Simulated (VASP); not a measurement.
# Ti (I4_1/amd) in VASP: notebook

Ti is run at these levels: PBE; tasks: single point.

Program: VASP 6.6.1. These are calculated values, not measurements. Logs are shortened: lines on timing, memory, paths and dates and some standing lists are left out, and cuts for length are marked.

## (1) The cell of the first run

It takes space group I4_1/amd (No. 141, tetragonal). Conventional cell: a = 4.032 Å, b = 4.032 Å, c = 2.365 Å, α = 90.00°, β = 90.00°, γ = 90.00°. Ti (site symmetry -4m2) has 10 Ti at 2.10 to 2.69 Å within 2.8 Å.

## (2) Single point, PBE

The input, INCAR:

```
ALGO = Normal
EDIFF = 1E-7
ENCUT = 520
GGA = PE
ISIF = 2
ISMEAR = -1
LASPH = True
LCHARG = False
LREAL = False
LWAVE = False
NBANDS = 19
NELM = 100
PREC = Accurate
SIGMA = 0.1
```

The input, KPOINTS:

```
k-points
0
Gamma
  15 15 15
```

The input, POSCAR:

```
Ti
1.0
   -2.0161325450      2.0161325450      1.1826788316
    2.0161325450     -2.0161325450      1.1826788316
    2.0161325450      2.0161325450     -1.1826788316
Ti
2
Direct
   -0.3750000000     -0.1250000000     -0.2500000000
    0.3750000000      0.1250000000      0.2500000000
```

Potentials or basis: VASP PAW PBE potentials, release 64 (Ti_sv).

Started as:

```
$ cat potpaw_PBE.64/Ti_sv/POTCAR > POTCAR
$ mpirun -np 1 vasp_std > vasp.out
```

OUTCAR:

```text
EDIFF = 1E-7
   ENCUT = 520
   GGA = PE
   ISIF = 2
   ISMEAR = -1
   LASPH = True
   LREAL = False
   NELM = 100
   PREC = Accurate

 ion  position               nearest neighbor table
   1  0.625  0.875  0.750-   2 2.10   2 2.10   2 2.10   2 2.10   2 2.69   2 2.69   2 2.69   2 2.69

   2  0.375  0.125  0.250-   1 2.10   1 2.10   1 2.10   1 2.10   1 2.69   1 2.69   1 2.69   1 2.69

  LATTYP: Found a body centered tetragonal cell.
 ALAT       =     4.0322650900
 C/A-ratio  =     0.5866076784

  Lattice vectors:

 A1 = (  -2.0161325450,   2.0161325450,   1.1826788316)
 A2 = (   2.0161325450,  -2.0161325450,   1.1826788316)
 A3 = (   2.0161325450,   2.0161325450,  -1.1826788316)

Analysis of symmetry for initial positions (statically):
=====================================================================
 Subroutine PRICEL returns:
 Original cell was already a primitive cell.

 Routine SETGRP: Setting up the symmetry group for a
 body centered tetragonal supercell.

 Subroutine GETGRP returns: Found 16 space group operations
 (whereof  4 operations were pure point group operations)
 out of a pool of 16 trial point group operations.

The static configuration has the point symmetry C_2h.
 The point group associated with its full space group is D_4h.

Analysis of symmetry for dynamics (positions and initial velocities):
=====================================================================
 Subroutine PRICEL returns:
 Original cell was already a primitive cell.

 Routine SETGRP: Setting up the symmetry group for a
 body centered tetragonal supercell.

 Subroutine GETGRP returns: Found 16 space group operations
 (whereof  4 operations were pure point group operations)
 out of a pool of 16 trial point group operations.

The dynamic configuration has the point symmetry C_2h.
 The point group associated with its full space group is D_4h.

 Subroutine INISYM returns: Found 16 space group operations
 (whereof  4 operations are pure point group operations),
 and found     1 'primitive' translations

----------------------------------------------------------------------------------------

                                     Primitive cell

  volume of cell :      19.2294

  direct lattice vectors                    reciprocal lattice vectors
    -2.016132545  2.016132545  1.182678832     0.000000000  0.247999568  0.422769045
     2.016132545 -2.016132545  1.182678832     0.247999568  0.000000000  0.422769045
     2.016132545  2.016132545 -1.182678832     0.247999568  0.247999568  0.000000000

  length of vectors
     3.086796089  3.086796089  3.086796089     0.490140236  0.490140236  0.350724352

  position of ions in fractional coordinates (direct lattice)
     0.625000000  0.875000000  0.750000000
     0.375000000  0.125000000  0.250000000

  ion indices of the primitive-cell ions
   primitive index   ion index
                 1           1
                 2           2

----------------------------------------------------------------------------------------

 KPOINTS: k-points

Automatic generation of k-mesh.
 Grid dimensions read from file:
 generate k-points for:   15   15   15

 Generating k-lattice:

  Cartesian coordinates                     Fractional coordinates (reciprocal lattice)
     0.000000000  0.016533305  0.028184603     0.066666667  0.000000000 -0.000000000
     0.016533305  0.000000000  0.028184603     0.000000000  0.066666667 -0.000000000
     0.016533305  0.016533305  0.000000000     0.000000000  0.000000000  0.066666667

  Length of vectors
     0.032676016  0.032676016  0.023381623

  Shift w.r.t. Gamma in fractional coordinates (k-lattice)
     0.000000000  0.000000000  0.000000000

 Subroutine IBZKPT returns following result:
 ===========================================

 Found    288 irreducible k-points:

 Following reciprocal coordinates:
            Coordinates               Weight
  0.000000  0.000000  0.000000      1.000000
  0.066667 -0.000000  0.000000      8.000000
  0.133333  0.000000  0.000000      8.000000
  0.200000  0.000000  0.000000      8.000000
  0.266667  0.000000  0.000000      8.000000
  0.333333  0.000000 -0.000000      8.000000
[... 16 lines left out ...]
  0.133333  0.133333  0.000000      8.000000
  0.200000  0.133333 -0.000000     16.000000
 [... further k-points ...]
   k-points           NKPTS =    288   k-points in BZ     NKDIM =    288   number of bands    NBANDS=     19
   number of dos      NEDOS =    301   number of ions     NIONS =      2
   total plane-waves  NPLWV =  13824
   dimension x,y,z NGX =    24 NGY =   24 NGZ =   24
   dimension x,y,z NGXF=    48 NGYF=   48 NGZF=   48
   ions per type =               2
   NGX,Y,Z   is equivalent  to a cutoff of  12.93, 12.93, 12.93 a.u.
   NGXF,Y,Z  is equivalent  to a cutoff of  25.85, 25.85, 25.85 a.u.
 SYSTEM =  unknown system
   PREC   = accura    normal or accurate (medium, high low for compatibility)
   ISTART =      0    job   : 0-new  1-cont  2-samecut
   ICHARG =      2    charge: 1-file 2-atom 10-const
   ISPIN  =      1    spin polarized calculation?
   LNONCOLLINEAR =      F non collinear calculations
   LSORBIT =      F    spin-orbit coupling
   LASPH  =      T    aspherical Exc in radial PAW
   ENCUT  =  520.0 eV  38.22 Ry    6.18 a.u.   5.74  5.74  5.74*2*pi/ulx,y,z
   NELM   =    100;   NELMIN=  2; NELMDL= -5     # of ELM steps
   EDIFF  = 0.1E-06   stopping-criterion for ELM
   LREAL  =      F    real-space projection
   EDIFFG = 0.1E-05   stopping-criterion for IOM
   NSW    =      0    number of steps for IOM
   IBRION =     -1    ionic relax: 0-MD 1-quasi-New 2-CG
   NFREE  =      0    steps in history (QN), initial steepest desc. (CG)
   ISIF   =      2    stress and relaxation
   ISYM   =      2    0-nonsym 1-usesym 2-fastsym
   POTIM  = 0.5000    time-step for ionic-motion
   TEBEG  =    0.0;   TEEND  =   0.0 temperature during run
   PSTRESS=    0.0 pullay stress
   NELECT =      24.0000    total number of electrons
   NUPDOWN=      -1.0000    fix difference up-down
   EMIN   =  10.00;   EMAX   =-10.00  energy-range for DOS
   EFERMI =   0.00;   METHOD = LEGACY
   ISMEAR =    -1;   SIGMA  =   0.10  broadening in eV -4-tet -1-fermi 0-gaus
   EFERMI_NEDOS =   21; number of points for ismear=-14 and -15
   IALGO  =     38    algorithm
   IMIX   =      4    mixing-type and parameters
     AMIX     =   0.40;   BMIX     =  1.00
     AMIX_MAG =   1.60;   BMIX_MAG =  1.00
  volume/ion in A,a.u.               =       9.61        64.88
  Fermi-wavevector in a.u.,A,eV,Ry     =   1.762613  3.330855 42.270633  3.106804
  Thomas-Fermi vector in A             =   2.830951
   LORBIT       =      0    0 simple, 1 ext, 2 COOP (PROOUT), +10 PAW based schemes
   GGA     = PE    functional components
   LHFCALC =     F    Hartree Fock is set to
   AEXX    =    0.0000 exact exchange contribution
   IVDW    =     0    specifies the selected vdW correction
   LEPSILON=     F    determine dielectric tensor
   LRPA    =     F    only Hartree local field effects (RPA)
 non-spin polarized calculation
  energy-cutoff  :      520.00
  volume of cell :       19.23
 maximum number of plane-waves:       533
   NGX = 11   NGY = 11   NGZ = 11

 number of electron      23.9999999 magnetization

 Free energy of the ion-electron system (eV)
  ---------------------------------------------------
  ext. energy  EPLUGINS =         0.00000000
  ---------------------------------------------------
  free energy    TOTEN  =        -9.98671930 eV

  energy without entropy =       -9.91581090  energy(sigma->0) =       -9.95126510

 E-fermi :  15.7611     XC(G=0): -14.5742

 val. band max:       15.7567986214   @ k =  -0.1333  -0.4667   0.0667
 cond. band min:      15.7673075118   @ k =  -0.0667   0.0667   0.0000
 fundamental gap:      0.0105088904
 Fermi energy:        15.7610514621

 k-point     1 :       0.0000    0.0000    0.0000
  band No.  band energies     occupation
      1     -41.1147      2.00000
      2     -38.7794      2.00000
      3     -18.1380      2.00000
      4     -18.1380      2.00000
      5     -15.0162      2.00000
      6     -14.9525      2.00000
[... 11 lines left out ...]
     18      23.7102      0.00000
     19      25.1113      0.00000

 k-point     2 :       0.0667   -0.0000    0.0000
  band No.  band energies     occupation
      1     -41.0773      2.00000
      2     -38.7868      2.00000
      3     -18.1349      2.00000
      4     -18.0831      2.00000
      5     -15.1253      2.00000
      6     -15.0659      2.00000
[... 11 lines left out ...]
     18      23.6312      0.00000
     19      24.8649      0.00000

 k-point     3 :       0.1333    0.0000    0.0000
  band No.  band energies     occupation
      1     -40.9692      2.00000
      2     -38.8090      2.00000
      3     -18.1255      2.00000
      4     -17.9314      2.00000
      5     -15.4552      2.00000
      6     -15.3474      2.00000
[... 11 lines left out ...]
     18      23.4056      0.00000
     19      24.4787      0.00000

 k-point     4 :       0.2000    0.0000    0.0000
  band No.  band energies     occupation
      1     -40.8023      2.00000
      2     -38.8463      2.00000
      3     -18.1104      2.00000
      4     -17.7268      2.00000
      5     -15.9560      2.00000
      6     -15.6868      2.00000
[... 407 lines left out ...]
     18      23.6000      0.00000
     19      24.6867      0.00000

 k-point    23 :       0.1333    0.1333    0.0000
  band No.  band energies     occupation
      1     -40.6715      2.00000
      2     -38.8172      2.00000
      3     -17.9202      2.00000
      4     -17.8570      2.00000
      5     -16.3022      2.00000
      6     -16.1415      2.00000
[... 11 lines left out ...]
     18      22.9090      0.00000
     19      24.3389      0.00000

 k-point    24 :       0.2000    0.1333   -0.0000
  band No.  band energies     occupation
      1     -40.4724      2.00000
      2     -38.8655      2.00000
      3     -17.9653      2.00000
      4     -17.7465      2.00000
      5     -16.6720      2.00000
      6     -16.4779      2.00000
[... 11 lines left out ...]
     18      22.4399      0.00000
     19      24.2613      0.00000

 [... further k-points ...]

------------------------ aborting loop because EDIFF is reached ----------------------------------------

  FORCE on cell =-STRESS in cart. coord.  units (eV):
  Direction    XX          YY          ZZ          XY          YZ          ZX
  --------------------------------------------------------------------------------------
  -------------------------------------------------------------------------------------
  Total       19.0797537     19.0797537     18.5227627      0.0000000     -0.0000000      0.0000000
  in kB     1589.7117004   1589.7117004   1543.3036000      0.0000000     -0.0000000      0.0000000
  external PRESSURE =    1574.2423336 kB  Pullay stress =       0.0000000 kB

 VOLUME and BASIS-vectors are now :
 -----------------------------------------------------------------------------
  energy-cutoff  :      520.00
  volume of cell :       19.23
      direct lattice vectors                 reciprocal lattice vectors
    -2.016132545  2.016132545  1.182678832     0.000000000  0.247999568  0.422769045
     2.016132545 -2.016132545  1.182678832     0.247999568  0.000000000  0.422769045
     2.016132545  2.016132545 -1.182678832     0.247999568  0.247999568  0.000000000

 POSITION                                       TOTAL-FORCE (eV/Angst)
 -----------------------------------------------------------------------------------
      2.01613      1.00807      0.88701        -0.000000     -0.000000     -0.000000
     -0.00000      1.00807      0.29567         0.000000      0.000000      0.000000
 -----------------------------------------------------------------------------------
    total drift:                               -0.000000      0.000000      0.000000

  FREE ENERGIE OF THE ION-ELECTRON SYSTEM (eV)
  ---------------------------------------------------
  free  energy   TOTEN  =        -9.9867192972 eV

  energy  without entropy=       -9.9158108964  energy(sigma->0) =       -9.95126510
```

It took 36 s on 1 thread of Intel Xeon 6975P-C (Granite Rapids), shared host; peak memory 0.2 GiB.

Results:

| Item | Value |
| --- | --- |
| Free energy | -9.9867 eV |
| Pressure | 157.4 GPa |
| Band gap on the k mesh | zero (band 12 reaches 16.31 eV, above the bottom of band 13 at 14.21 eV) |

## (3) Single point, PBE

The input, INCAR:

```
SYSTEM = Ti
  ALGO = Normal
  EDIFF = 1E-7
  ENCUT = 520
  GGA = PE
  ISIF = 2
  ISMEAR = -1
  LASPH = .True.
  LCHARG = .False.
  LREAL = .False.
  LWAVE = .False.
  NBANDS = 19
  NELM = 80
  PREC = Accurate
  SIGMA = 0.1
```

The input, KPOINTS:

```
k-points
0
Gamma
  15 15 15
  0 0 0
```

POSCAR is that of step 2.

Potentials or basis: VASP PAW PBE potentials, release 64 (Ti_sv).

Started as:

```
$ cat potpaw_PBE.64/Ti_sv/POTCAR > POTCAR
$ mpirun -np 1 vasp_std > vasp.out
```

Wall time 35 s (1 thread of Intel Xeon 6975P-C (Granite Rapids), shared host); peak memory 0.2 GiB.

It converged, with:

```
Free energy            : -9.9867 eV
Pressure               : 157.4 GPa
Band gap on the k mesh : zero (band 12 reaches 16.31 eV, above the bottom of band 13 at 14.21 eV)
```

Stress tensor (GPa, compression positive):
```
158.97   0.00   0.00
  0.00 158.97   0.00
  0.00   0.00 154.33
```

Levels at points of the mesh, in eV from the Fermi level:
```tsv
k point	band 10	band 11	band 12	band 13	band 14	band 15
(0.00, 0.00, 0.00)	-5.89	-2.14	-1.12	0.11	3.41	3.41
```

(Part 1 of 2 ends here.)
